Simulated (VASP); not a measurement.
MoS2, 3 atoms in the cell. Symmetry: P-3m1, No. 164, trigonal system. The conventional cell has a = 3.227 Å, b = 3.227 Å, c = 6.312 Å, α = 90.00°, β = 90.00°, γ = 120.00°. Mo (site symmetry -3m) has 6 S at 2.42 Å within 3.2 Å. S (site symmetry 3m) has 3 Mo at 2.42 Å within 3.2 Å. 

| Item | Value |
| --- | --- |
| Program | VASP 6.6.1 |
| Task | single point |
| Functional | LDA |
| Potentials or basis | VASP PAW LDA potentials, release 64 (Mo_sv, S) |
| Cutoff | 500 eV |
| k mesh | 7 × 7 × 4 |
| Occupations | fermi-dirac, width 0.1 eV |
| Spin | no spin polarisation |
| Dipole correction | no |
| Further INCAR settings | ALGO = Normal; EDIFF = 1e-06; NBANDS = 20 |

Potentials or basis: VASP PAW LDA potentials, release 64 (Mo_sv, S).

The run is started by

```console
$ cat potpaw_LDA.64/Mo_sv/POTCAR potpaw_LDA.64/S/POTCAR > POTCAR
$ mpirun -np 1 vasp_std > vasp.out
```

Hardware: 1 thread of Intel(R) Xeon(R) Platinum 8488C (Sapphire Rapids), on a shared host.

Q: How long does it take, and how much memory?

A: Run time: 20 s on 1 thread of Intel(R) Xeon(R) Platinum 8488C (Sapphire Rapids) (shared host), peak memory 0.16 GiB. Counts: scf iterations 14, k points 28.
